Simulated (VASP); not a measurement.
## V2N3: single point with PBEsol

The system is V2N3.

```
V N
1.0
     2.77979    0.00000    0.00000
    -1.38989    2.35922    0.00000
     0.00000    0.00000    6.19635
V N
2 3
Direct
  0.66667 0.33333 0.30212
  0.33333 0.66667 0.69788
  0.00000 0.00000 0.50000
  0.00000 0.00000 0.10744
  0.00000 0.00000 0.89256
```

This cell differs from its parent crystal: strain -0.0200 x Voigt [0, 1, 0, 0, 0, 0].

- Program: VASP 6.6.1
- Task: single point
- Functional: PBEsol
- Potentials or basis: VASP PAW PBE potentials, release 64 (V_sv, N)
- Cutoff: 520 eV
- k mesh: 18 × 18 × 8
- Occupations: gaussian, width 0.15 eV
- Spin: no spin polarisation

```json
{"Pressure": "7.1 GPa", "Largest force": "0.141 eV/Å", "Band gap on the k mesh": "zero (an odd number of electrons rules out a gap without spin polarisation)"}
```

Forces on the atoms (eV/Å):
```
V    0.000 -0.121 -0.074
V    0.000  0.121  0.074
N    0.000  0.000  0.000
N    0.000  0.046 -0.044
N    0.000 -0.046  0.044
```

Stress tensor (GPa, compression positive):
```
 4.29  0.00  0.00
 0.00 12.60 -0.05
 0.00 -0.05  4.45
```

Levels at points of the mesh, in eV from the Fermi level:
```csv
k point,band 19,band 20,band 21,band 22,band 23,band 24
"(0.00, 0.00, 0.00)",-1.94,-0.65,0.41,0.50,1.11,2.12
"(0.50, 0.00, 0.00)",-1.34,-1.28,0.19,1.96,2.18,2.64
"(0.00, 0.50, 0.00)",-1.45,-1.32,0.31,2.03,2.22,2.64
"(0.00, 0.00, 0.50)",-1.21,-1.12,0.16,0.32,1.14,1.36
"(0.50, 0.00, 0.50)",-1.91,-0.52,0.28,1.87,2.46,2.60
"(0.00, 0.50, 0.50)",-1.87,-0.62,0.36,1.92,2.45,2.58
```

Run time: 5.9 min on 1 thread of Intel(R) Xeon(R) 6975P-C (Granite Rapids), with other jobs on the host, peak memory 0.67 GiB.

Caveat: the cell differs from its parent crystal (strain -0.0200 x Voigt [0, 1, 0, 0, 0, 0]); the cell stands under pressure; the PAW data sets were made with another functional, which shifts forces and pressure a little; the run has no spin polarisation, though such a crystal can be magnetic.
